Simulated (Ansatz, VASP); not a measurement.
PbS: VASP beside Ansatz

The input INCAR:

```
  PREC = Accurate
  ENCUT = 520
  EDIFF = 1E-8
  ISMEAR = -1
  SIGMA = 0.01
  LREAL = F
  LASPH = T
  NELM = 100
  ALGO = Normal
  ISIF = 2
  LWAVE = F
  LCHARG = F
  GGA = PE
  LEFG = T
  NBANDS = 28
```

Contents of KPOINTS:

```
Automatic mesh
0
Gamma
  7 7 3
```

File POSCAR:

```
PbS
1.0
    2.9110950000     -2.8710000000      0.0000000000
    2.9110950000      2.8710000000      0.0000000000
   -1.0692495000      0.0000000000     11.7092900000
Pb S
2 2
Direct
    0.7756000000      0.7756000000      0.6363800000
    0.2244000000      0.2244000000      0.3636200000
    0.2684000000      0.2684000000      0.5986000000
    0.7316000000      0.7316000000      0.4014000000
```

Input for Ansatz:

```yaml
crystal:
  lattice:
    - [2.911095, -2.871, 0.0]
    - [2.911095, 2.871, 0.0]
    - [-1.0692495, 0.0, 11.70929]
  atoms:
    - { symbol: Pb, position: [0.7756, 0.7756, 0.63638] }
    - { symbol: Pb, position: [0.2244, 0.2244, 0.36362] }
    - { symbol: S, position: [0.2684, 0.2684, 0.5986] }
    - { symbol: S, position: [0.7316, 0.7316, 0.4014] }
kpoints:
  mp_grid: { grid: [7, 7, 3] }
scf:
  occupations: { method: fermi_dirac, width: 0.01 }
hamiltonian:
  xc: pbe
  pseudopotentials: { kind: all_electron, datasets: crystal }
output:
  forces: true
  stress: true
  eigenvalues: true
  efg: { contact_densities: true }
```

Change from the starting cell: equal xx and yy strain of -1 %, crystal datasets.

Alike in both runs: task electric field gradients; functional PBE; k mesh 7 × 7 × 3; occupations fermi-dirac, width 0.01 eV; no spin polarisation.

```csv
,VASP,Ansatz
version,VASP 6.6.1,Ansatz 0.2.0
potentials or method,"VASP PAW PBE potentials, release 64 (Pb_d, S), cutoff 520 eV","all-electron PAW with datasets made for the crystal, scalar-relativistic"
```

|  | VASP | Ansatz | Ansatz less VASP |
| --- | --- | --- | --- |
| gap on the k mesh at the Fermi level (eV) | 1.18 | 1.18 | +0.003 |
| rms of the force components (eV/Å) | 0.128 | 0.126 | -0.0017 |
| size of Vzz on the site where it differs most (V/Å²) | 104.9 | 95.5 | -9.45 |

Atom by atom the forces differ by 0.002 eV/Å (rms over components). Ansatz ran all-electron here, and VASP with PAW potentials.

Neither program's run includes spin-orbit coupling.
